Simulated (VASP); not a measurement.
Set up this calculation in VASP 6.6.1, as the native input.

```yaml
Task: single point
Functional: LDA
Potentials_or_basis: VASP PAW LDA potentials, release 64 (Zn, Se)
Cutoff: 520 eV
k_mesh: 10 × 10 × 10
Occupations: gaussian, width 0.05 eV
Spin: no spin polarisation
Dipole_correction: no
Further_INCAR_settings: ALGO = Normal; EDIFF = 1e-06; NBANDS = 16
```

The structure of ZnSe lies in POSCAR:

```
ZnSe
1.0
    0.0000000000      2.5617114652      2.7220395975
    2.7220395975      0.0000000000      2.7220395975
    2.7220395975      2.5617114652      0.0000000000
Zn Se
1 1
Direct
    0.0000000000      0.0000000000      0.0000000000
    0.7500000000      0.7500000000      0.7500000000
```

This cell differs from its parent crystal: volume 18.981 Å^3 an atom, c/a of the conventional cell 0.9411.

These files were run (other wordings do the same):

INCAR

```
SYSTEM = ZnSe
PREC = Accurate
ENCUT = 520
EDIFF = 1E-6
ISMEAR = 0
SIGMA = 0.05
LREAL = .False.
LASPH = .True.
NELM = 100
ALGO = Normal
ISIF = 2
LWAVE = .False.
LCHARG = .True.
GGA = CA
LELF = .True.
LVHAR = .True.
NBANDS = 16
```

KPOINTS

```
Automatic mesh
0
Gamma
  10 10 10
  0 0 0
```

Potentials or basis: VASP PAW LDA potentials, release 64 (Zn, Se).

Launch:

```sh
$ cat potpaw_LDA.64/Zn/POTCAR potpaw_LDA.64/Se/POTCAR > POTCAR
$ mpirun -np 1 vasp_std > vasp.out
```

It gave:

```yaml
Pressure: 12.7 GPa
Band_gap_on_the_k_mesh: 1.70 eV, direct
```

Run time: 22 s on 1 thread of Intel(R) Xeon(R) 6975P-C (Granite Rapids), with other jobs on the host, peak memory 0.19 GiB.
